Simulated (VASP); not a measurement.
# InSb3 (Fm-3m) in VASP: notebook

Runs on InSb3. Level: PBE. Tasks: single point, relaxation of cell and atoms.

Everything below comes from runs of VASP 6.6.1. Logs are shortened: lines on timing, memory, paths and dates and some standing lists are left out, and cuts for length are marked.

## (1) The cell of the first run

It takes space group Fm-3m (No. 225, cubic). The conventional cell has a = 7.572 Å, b = 7.572 Å, c = 7.572 Å, α = 90.00°, β = 90.00°, γ = 90.00°. Within 4.3 Å of In (site symmetry m-3m) lie 14 Sb at 3.28 to 3.79 Å. Sb (site symmetry -43m) has 4 In at 3.28 Å and 10 Sb at 3.28 to 3.79 Å within 4.3 Å. Within 4.3 Å of Sb (site symmetry m-3m) lie 8 Sb at 3.28 Å and 6 In at 3.79 Å.

## (2) Single point, PBE

Input file INCAR:

```
SYSTEM = InSb3
  PREC = Accurate
  ENCUT = 520
  EDIFF = 1E-7
  ISMEAR = 0
  SIGMA = 0.01
  LREAL = .False.
  LASPH = .True.
  NELM = 60
  ALGO = Normal
  ISIF = 2
  LWAVE = .False.
  LCHARG = .False.
  GGA = PE
  NBANDS = 22
```

Input file KPOINTS:

```
regular mesh
0
Gamma
  5 5 5
  0 0 0
```

Input file POSCAR:

```
InSb3
1.0
    0.0000000000      3.7859263289      3.7859263289
    3.7859263289      0.0000000000      3.7859263289
    3.7859263289      3.7859263289      0.0000000000
In Sb
1 3
Direct
    0.0000000000      0.0000000000      0.0000000000
    0.2500000000      0.2500000000      0.2500000000
    0.7500000000      0.7500000000      0.7500000000
    0.5000000000      0.5000000000      0.5000000000
```

Potentials or basis: VASP PAW PBE potentials, release 64 (In_d, Sb).

On the command line:

```sh
$ cat potpaw_PBE.64/In_d/POTCAR potpaw_PBE.64/Sb/POTCAR > POTCAR
$ mpirun -np 1 vasp_std > vasp.out
```

OUTCAR:

```text
SYSTEM = InSb3
   PREC = Accurate
   ENCUT = 520
   EDIFF = 1E-7
   ISMEAR = 0
   LREAL = .False.
   LASPH = .True.
   NELM = 60
   ISIF = 2
   GGA = PE

 ion  position               nearest neighbor table
   1  0.000  0.000  0.000-   3 3.28   3 3.28   3 3.28   2 3.28   2 3.28   2 3.28   3 3.28   2 3.28
                             4 3.79   4 3.79   4 3.79   4 3.79   4 3.79   4 3.79
   2  0.250  0.250  0.250-   1 3.28   1 3.28   1 3.28   4 3.28   4 3.28   4 3.28   4 3.28   1 3.28

   3  0.750  0.750  0.750-   4 3.28   4 3.28   4 3.28   1 3.28   1 3.28   1 3.28   4 3.28   1 3.28

   4  0.500  0.500  0.500-   2 3.28   2 3.28   2 3.28   3 3.28   3 3.28   3 3.28   3 3.28   2 3.28
                             1 3.79   1 3.79   1 3.79   1 3.79   1 3.79   1 3.79

  LATTYP: Found a face centered cubic cell.
 ALAT       =     7.5718526578

  Lattice vectors:

 A1 = (   0.0000000000,   3.7859263289,   3.7859263289)
 A2 = (   3.7859263289,   0.0000000000,   3.7859263289)
 A3 = (   3.7859263289,   3.7859263289,   0.0000000000)

Analysis of symmetry for initial positions (statically):
=====================================================================
 Subroutine PRICEL returns:
 Original cell was already a primitive cell.

 Routine SETGRP: Setting up the symmetry group for a
 face centered cubic supercell.

 Subroutine GETGRP returns: Found 48 space group operations
 (whereof 48 operations were pure point group operations)
 out of a pool of 48 trial point group operations.

The static configuration has the point symmetry O_h .

Analysis of symmetry for dynamics (positions and initial velocities):
=====================================================================
 Subroutine PRICEL returns:
 Original cell was already a primitive cell.

 Routine SETGRP: Setting up the symmetry group for a
 face centered cubic supercell.

 Subroutine GETGRP returns: Found 48 space group operations
 (whereof 48 operations were pure point group operations)
 out of a pool of 48 trial point group operations.

The dynamic configuration has the point symmetry O_h .

 Subroutine INISYM returns: Found 48 space group operations
 (whereof 48 operations are pure point group operations),
 and found     1 'primitive' translations

----------------------------------------------------------------------------------------

                                     Primitive cell

  volume of cell :     108.5292

[... 76 lines left out ...]
   NELM   =     60;   NELMIN=  2; NELMDL= -5     # of ELM steps
   EDIFF  = 0.1E-06   stopping-criterion for ELM
   LREAL  =      F    real-space projection
   EDIFFG = 0.1E-05   stopping-criterion for IOM
   NSW    =      0    number of steps for IOM
   IBRION =     -1    ionic relax: 0-MD 1-quasi-New 2-CG
   NFREE  =      0    steps in history (QN), initial steepest desc. (CG)
   ISIF   =      2    stress and relaxation
   ISYM   =      2    0-nonsym 1-usesym 2-fastsym
   POTIM  = 0.5000    time-step for ionic-motion
   TEBEG  =    0.0;   TEEND  =   0.0 temperature during run
   PSTRESS=    0.0 pullay stress
   NELECT =      28.0000    total number of electrons
   NUPDOWN=      -1.0000    fix difference up-down
   EMIN   =  10.00;   EMAX   =-10.00  energy-range for DOS
   EFERMI =   0.00;   METHOD = LEGACY
   ISMEAR =     0;   SIGMA  =   0.01  broadening in eV -4-tet -1-fermi 0-gaus
   EFERMI_NEDOS =   21; number of points for ismear=-14 and -15
   IALGO  =     38    algorithm
   IMIX   =      4    mixing-type and parameters
     AMIX     =   0.40;   BMIX     =  1.00
     AMIX_MAG =   1.60;   BMIX_MAG =  1.00
  volume/ion in A,a.u.               =      27.13       183.10
  Fermi-wavevector in a.u.,A,eV,Ry     =   1.042186  1.969446 14.777998  1.086152
  Thomas-Fermi vector in A             =   2.176840
   LORBIT       =      0    0 simple, 1 ext, 2 COOP (PROOUT), +10 PAW based schemes
   GGA     = PE    functional components
   LHFCALC =     F    Hartree Fock is set to
   AEXX    =    0.0000 exact exchange contribution
   IVDW    =     0    specifies the selected vdW correction
   LEPSILON=     F    determine dielectric tensor
   LRPA    =     F    only Hartree local field effects (RPA)
 non-spin polarized calculation
 Gauss-broadening in eV      SIGMA  =   0.01
  energy-cutoff  :      520.00
  volume of cell :      108.53
 maximum number of plane-waves:      2944
   NGX = 19   NGY = 19   NGZ = 19

 number of electron      27.9999990 magnetization

 Free energy of the ion-electron system (eV)
  ---------------------------------------------------
  ext. energy  EPLUGINS =         0.00000000
  ---------------------------------------------------
  free energy    TOTEN  =       -14.36684975 eV

  energy without entropy =      -14.36635612  energy(sigma->0) =      -14.36660294

 E-fermi :   7.7527     XC(G=0): -10.1705

 val. band max:        7.6763601237   @ k =   0.2000   0.0000   0.0000
 cond. band min:       7.7557425214   @ k =  -0.4000   0.4000   0.0000
 fundamental gap:      0.0793823978
 Fermi energy:         7.7526968195

 k-point     1 :       0.0000    0.0000    0.0000
  band No.  band energies     occupation
      1      -6.3778      2.00000
      2      -6.3778      2.00000
      3      -6.3778      2.00000
      4      -6.3458      2.00000
      5      -6.3458      2.00000
      6      -4.2396      2.00000
[... 239 lines left out ...]
     21      12.9439      0.00000
     22      15.0210      0.00000

------------------------ aborting loop because EDIFF is reached ----------------------------------------

  FORCE on cell =-STRESS in cart. coord.  units (eV):
  Direction    XX          YY          ZZ          XY          YZ          ZX
  --------------------------------------------------------------------------------------
  -------------------------------------------------------------------------------------
  Total       -0.0650652     -0.0650652     -0.0650652     -0.0000000      0.0000000     -0.0000000
  in kB       -0.9605338     -0.9605338     -0.9605338     -0.0000000      0.0000000     -0.0000000
  external PRESSURE =      -0.9605338 kB  Pullay stress =       0.0000000 kB

 VOLUME and BASIS-vectors are now :
 -----------------------------------------------------------------------------
  energy-cutoff  :      520.00
  volume of cell :      108.53
      direct lattice vectors                 reciprocal lattice vectors
     0.000000000  3.785926329  3.785926329    -0.132068074  0.132068074  0.132068074
     3.785926329  0.000000000  3.785926329     0.132068074 -0.132068074  0.132068074
     3.785926329  3.785926329  0.000000000     0.132068074  0.132068074 -0.132068074

 POSITION                                       TOTAL-FORCE (eV/Angst)
 -----------------------------------------------------------------------------------
      0.00000      0.00000      0.00000         0.000000     -0.000000      0.000000
      1.89296      1.89296      1.89296        -0.000000     -0.000000      0.000000
      5.67889      5.67889      5.67889        -0.000000      0.000000     -0.000000
      3.78593      3.78593      3.78593         0.000000     -0.000000      0.000000
 -----------------------------------------------------------------------------------
    total drift:                               -0.000000      0.000000      0.000000

  FREE ENERGIE OF THE ION-ELECTRON SYSTEM (eV)
  ---------------------------------------------------
  free  energy   TOTEN  =       -14.3668497549 eV

  energy  without entropy=      -14.3663561154  energy(sigma->0) =      -14.36660294
```

OSZICAR:

```text
N       E                     dE             d eps       ncg     rms          rms(c)
DAV:   1     0.190566794058E+03    0.19057E+03   -0.11140E+04   440   0.119E+03
DAV:   2     0.146013716308E+01   -0.18911E+03   -0.18174E+03   494   0.286E+02
DAV:   3    -0.139246571623E+02   -0.15385E+02   -0.15064E+02   572   0.854E+01
DAV:   4    -0.143806837094E+02   -0.45603E+00   -0.45548E+00   472   0.155E+01
DAV:   5    -0.144022841208E+02   -0.21600E-01   -0.21599E-01   640   0.349E+00    0.368E+00
DAV:   6    -0.143740312159E+02    0.28253E-01   -0.48913E-02   572   0.253E+00    0.202E+00
DAV:   7    -0.143670598549E+02    0.69714E-02   -0.29198E-02   590   0.151E+00    0.232E-01
DAV:   8    -0.143667948705E+02    0.26498E-03   -0.21841E-03   562   0.480E-01    0.823E-02
DAV:   9    -0.143668512487E+02   -0.56378E-04   -0.25362E-04   514   0.103E-01    0.345E-02
DAV:  10    -0.143668497383E+02    0.15104E-05   -0.10811E-05   544   0.220E-02    0.112E-02
DAV:  11    -0.143668509460E+02   -0.12077E-05   -0.18733E-06   500   0.113E-02    0.515E-03
DAV:  12    -0.143668497370E+02    0.12090E-05   -0.17984E-07   306   0.489E-03    0.508E-04
DAV:  13    -0.143668497549E+02   -0.17902E-07   -0.30058E-08   268   0.138E-03
   1 F= -.14366850E+02 E0= -.14366603E+02  d E =-.493639E-03
```

stdout:

```text
POSCAR found type information on POSCAR InSb
 POSCAR found :  2 types and       4 ions
 scaLAPACK will be used
 LDA part: xc-table for (Slater+PW92), standard interpolation
 POSCAR, INCAR and KPOINTS ok, starting setup
 FFT: planning ... GRIDC
 FFT: planning ... GRID_SOFT
 FFT: planning ... GRID
 WAVECAR not read
 entering main loop
```

It took 29 s on 1 thread of Intel Xeon Platinum 8488C (Sapphire Rapids), shared host; peak memory 0.24 GiB.

What came out:

| Quantity | Value |
| --- | --- |
| Free energy | -14.3668 eV |
| Pressure | -0.1 GPa |
| Band gap on the k mesh | zero (band 14 reaches 8.41 eV, above the bottom of band 15 at 5.81 eV) |

Levels at points of the mesh, in eV from the Fermi level:
| k point | band 10 | band 11 | band 12 | band 13 | band 14 | band 15 | band 16 | band 17 | band 18 | band 19 |
| --- | --- | --- | --- | --- | --- | --- | --- | --- | --- | --- |
| (0.00, 0.00, 0.00) | -2.20 | -2.20 | -2.11 | -2.11 | -2.11 | -1.95 | -0.38 | -0.38 | -0.38 | 3.76 |

Caveat: spin-orbit coupling is left out, which moves the levels of the heavy elements.

## (3) Relaxation of cell and atoms, PBE

This run uses another cell than the first one, of 27.32 Å³/atom, 1.007 times its volume.

Input file INCAR:

```
SYSTEM = InSb3
PREC = Accurate
ENCUT = 600
EDIFF = 1E-6
ISMEAR = 0
SIGMA = 0.01
LREAL = .False.
LASPH = .True.
NELM = 100
ALGO = Normal
ISIF = 3
LWAVE = .False.
LCHARG = .False.
GGA = PE
IBRION = 2
NSW = 60
EDIFFG = -0.02
```

Input file KPOINTS:

```
Automatic mesh
0
Gamma
  5 5 5
  0 0 0
```

Input file POSCAR:

```
InSb3
1.0
    0.0000000000      3.7945550000      3.7945550000
    3.7945550000      0.0000000000      3.7945550000
    3.7945550000      3.7945550000      0.0000000000
In Sb
1 3
Direct
    0.0000000000      0.0000000000      0.0000000000
    0.2500000000      0.2500000000      0.2500000000
    0.7500000000      0.7500000000      0.7500000000
    0.5000000000      0.5000000000      0.5000000000
```

Potentials or basis: VASP PAW PBE potentials, release 64 (In_d, Sb).

On the command line:

```sh
$ cat potpaw_PBE.64/In_d/POTCAR potpaw_PBE.64/Sb/POTCAR > POTCAR
$ mpirun -np 1 vasp_std > vasp.out
```

It took 97 s on 1 thread of Intel Xeon Platinum 8488C (Sapphire Rapids), shared host; peak memory 0.32 GiB.

It converged, with:

```
Free energy                            : -14.3669 eV
Relaxed volume                         : 27.09 Å³/atom
Relaxed cell                           : a = 5.351 Å, b = 5.351 Å, c = 5.351 Å, α = 60.00°, β = 60.00°, γ = 60.00°
Space group after relaxing (to 0.05 Å) : Fm-3m (No. 225)
Energy gained by relaxing              : 0.3 meV/atom
Ionic steps                            : 3
Pressure after relaxing                : 0.0 GPa
```

The path:
```
step  energy change (eV)  largest force (eV/Å)  pressure (GPa)  volume (Å³)
   1              0.0000                0.0000           -0.46       109.27
   2             -0.0012                0.0000            0.17       108.04
   3             -0.0013                0.0000            0.00       108.36
```

Final structure:
```
In Sb
1.0
     0.00000    3.78395    3.78395
     3.78395    0.00000    3.78395
     3.78395    3.78395    0.00000
In Sb
1 3
Cartesian
  0.0000 0.0000 0.0000
  1.8920 1.8920 1.8920
  5.6759 5.6759 5.6759
  3.7839 3.7839 3.7839
```

Levels at points of the mesh, in eV from the Fermi level:
| k point | band 10 | band 11 | band 12 | band 13 | band 14 | band 15 | band 16 | band 17 | band 18 |
| --- | --- | --- | --- | --- | --- | --- | --- | --- | --- |
| (0.00, 0.00, 0.00) | -2.21 | -2.21 | -2.11 | -2.11 | -2.11 | -1.94 | -0.38 | -0.38 | -0.38 |

Caveat: the bands computed are all filled at some k points, so no gap is given; spin-orbit coupling is left out, which moves the levels of the heavy elements.
